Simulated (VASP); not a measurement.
GaAs:

```xyz
2
Lattice="3.6064 0.0000 0.0000 -1.8032 3.1232 0.0000 0.0000 0.0000 3.5732" Properties=species:S:1:pos:R:3 pbc="T T T"
Ga    0.0000    2.0822    1.7866
As    0.0000    0.0000    0.0000
```

| Property | Result |
| --- | --- |
| Program | VASP 6.6.1 |
| Task | relaxation of cell and atoms |
| Functional | PBEsol |
| Potentials or basis | VASP PAW PBE potentials, release 64 (Ga_d, As) |
| Cutoff | 600 eV |
| k mesh | 9 × 9 × 8 |
| Occupations | fermi-dirac, width 0.05 eV |
| Spin | no spin polarisation |

At the start: pressure -3.6 GPa; volume 20.12 Å³/atom.

Q: How do energy, volume and symmetry change on relaxing?

A: Over 11 steps the energy falls by 31.2 meV/atom and the volume is 19.54 Å³/atom (-2.9 %); space group P-6m2 (No. 187, to 0.05 Å).

Step by step:
| step | energy change (eV) | largest force (eV/Å) | pressure (GPa) | volume (Å³) |
| --- | --- | --- | --- | --- |
| 1 | 0.0000 | 0.0000 | -3.59 | 40.25 |
| 2 | -0.0378 | 0.0000 | 1.05 | 37.67 |
| 3 | -0.0381 | 0.0000 | 0.63 | 37.85 |
| 4 | -0.0450 | 0.0000 | 0.51 | 38.01 |
| 5 | -0.0617 | 0.0000 | 0.46 | 38.45 |
| 6 | -0.0618 | 0.0000 | 0.51 | 38.49 |
| 7 | -0.0619 | 0.0000 | 0.52 | 38.54 |
| 8 | -0.0621 | 0.0000 | 0.53 | 38.63 |
| 9 | -0.0619 | 0.0000 | 0.56 | 38.79 |
| 10 | -0.0607 | 0.0000 | -0.98 | 39.61 |
| 11 | -0.0624 | 0.0000 | 0.05 | 39.08 |

Final structure:
```
Ga As
1.0
     3.73152    0.00000    0.00000
    -1.86576    3.23159    0.00000
     0.00000    0.00000    3.24070
Ga As
1 1
Direct
  0.33333 0.66667 0.50000
  0.00000 0.00000 0.00000
```

Caveat: the PAW data sets were made with another functional, which shifts forces and pressure a little.
